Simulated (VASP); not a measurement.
Ti3Al: single point with PBEsol

Crystal: Ti3Al.

```
Ti Al
1.0
     2.89578    0.00000    0.00000
    -1.44789    2.50782    0.00000
     0.00000    0.00000    9.13935
Ti Al
3 1
Direct
  0.66667 0.33333 0.00000
  0.33333 0.66667 0.75118
  0.33333 0.66667 0.24882
  0.71153 0.42305 0.50000
```

This cell differs from its parent crystal: all Al atoms moved +0.225 Å, as atom 4 along Cartesian [0 1 0].

| Quantity | Value |
| --- | --- |
| Program | VASP 6.6.1 |
| Task | single point |
| Functional | PBEsol |
| Potentials or basis | VASP PAW PBE potentials, release 64 (Ti_sv, Al) |
| Cutoff | 520 eV |
| k mesh | 18 × 18 × 6 |
| Occupations | gaussian, width 0.15 eV |
| Spin | no spin polarisation |

```json
{
  "Pressure": "0.0 GPa",
  "Largest force": "0.345 eV/Å",
  "Band gap on the k mesh": "zero (an odd number of electrons rules out a gap without spin polarisation)"
}
```

Forces on the atoms (eV/Å):
```
Ti   0.000 -0.001  0.000
Ti   0.000  0.173  0.062
Ti   0.000  0.173 -0.062
Al   0.000 -0.345  0.000
```

Stress tensor (GPa, compression positive):
```
 1.36  0.00  0.00
 0.00 -1.86  0.00
 0.00  0.00  0.50
```

Levels at points of the mesh, in eV from the Fermi level:
| k point | band 18 | band 19 | band 20 | band 21 | band 22 | band 23 |
| --- | --- | --- | --- | --- | --- | --- |
| (0.00, 0.00, 0.00) | 0.55 | 0.77 | 0.85 | 0.85 | 0.94 | 0.95 |
| (0.50, 0.00, 0.00) | -1.29 | -0.68 | -0.37 | 0.91 | 1.08 | 1.19 |
| (0.00, 0.50, 0.00) | -1.25 | -0.53 | -0.33 | 0.92 | 1.03 | 1.20 |
| (0.00, 0.00, 0.50) | 0.49 | 0.81 | 0.85 | 0.86 | 0.93 | 0.95 |
| (0.50, 0.00, 0.50) | -1.26 | -0.96 | -0.05 | 0.89 | 0.95 | 1.10 |
| (0.00, 0.50, 0.50) | -1.21 | -0.96 | 0.13 | 0.88 | 0.91 | 1.11 |

It took 20 min on 1 thread of Intel(R) Xeon(R) 6975P-C (Granite Rapids) (shared host), peak memory 0.63 GiB.

Caveat: the cell differs from its parent crystal (all Al atoms moved +0.225 Å, as atom 4 along Cartesian [0 1 0]); the PAW data sets were made with another functional, which shifts forces and pressure a little.
